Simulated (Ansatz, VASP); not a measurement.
AlNi: VASP beside Ansatz

File INCAR:

```
PREC = Accurate
ENCUT = 520
EDIFF = 1E-6
ISMEAR = 0
SIGMA = 0.15
LREAL = F
LASPH = T
NELM = 150
ALGO = Normal
ISIF = 2
LWAVE = F
LCHARG = F
LMAXMIX = 4
LDAU = T
LDAUTYPE = 2
LDAUL = -1 2
LDAUU = 0 5
LDAUJ = 0 0
LDAUPRINT = 1
GGA = PE
NBANDS = 14
```

The input KPOINTS:

```
Automatic mesh
0
Gamma
  20 20 20
```

The input POSCAR:

```
AlNi
1.0
    2.8930835280      0.0000000000      0.0000000000
    0.0000000000      2.8930835280      0.0000000000
    0.0000000000      0.0000000000      2.7484293516
Al Ni
1 1
Direct
    0.0000000000      0.0000000000      0.0000000000
    0.5000000000      0.5000000000      0.5000000000
```

Input for Ansatz:

```yaml
crystal:
  lattice:
    - [2.893083528, 0.0, 0.0]
    - [0.0, 2.893083528, 0.0]
    - [0.0, 0.0, 2.7484293516]
  atoms:
    - { symbol: Al, position: [0.0, 0.0, 0.0] }
    - { symbol: Ni, position: [0.5, 0.5, 0.5] }
basis:
  ecutwfc: 420
kpoints:
  mp_grid: { grid: [20, 20, 20] }
hamiltonian:
  xc: pbe
  hubbard: { sites: [{ species: Ni, l: d, u_eff: 5.0 }], double_counting: fll }
scf:
  occupations: { method: gaussian, width: 0.15 }
output:
  forces: true
  eigenvalues: true
  stress: true
```

Alike in both runs: task single point; functional PBE; k mesh 20 × 20 × 20; occupations gaussian, width 0.15 eV; no spin polarisation; Hubbard terms Ni d U = 5.0 eV.

```csv
,VASP,Ansatz
version,VASP 6.6.1,Ansatz 0.2.0
potentials or method,"VASP PAW PBE potentials, release 64 (Al, Ni), cutoff 520 eV","scalar-relativistic, plane waves, PAW"
valence electrons in the cell,13,21
```

```tsv
	VASP	Ansatz	Ansatz less VASP
gap on the k mesh at the Fermi level (eV)	none	none	-
pressure (GPa)	2.2	8.0	+5.85
traceless stress, the component that is largest in VASP (GPa)	3.75	3.89	+0.141
```

The programs project onto different local orbitals, so the same U acts differently, and such runs can settle in different states. A gap of «none» marks a metal or a gap that the smearing closes. VASP's potentials hold 13 valence electrons a cell and Ansatz's 21, so a difference there can come from the potentials and not from the codes. Ansatz's warnings: filled band counts differ across k points.
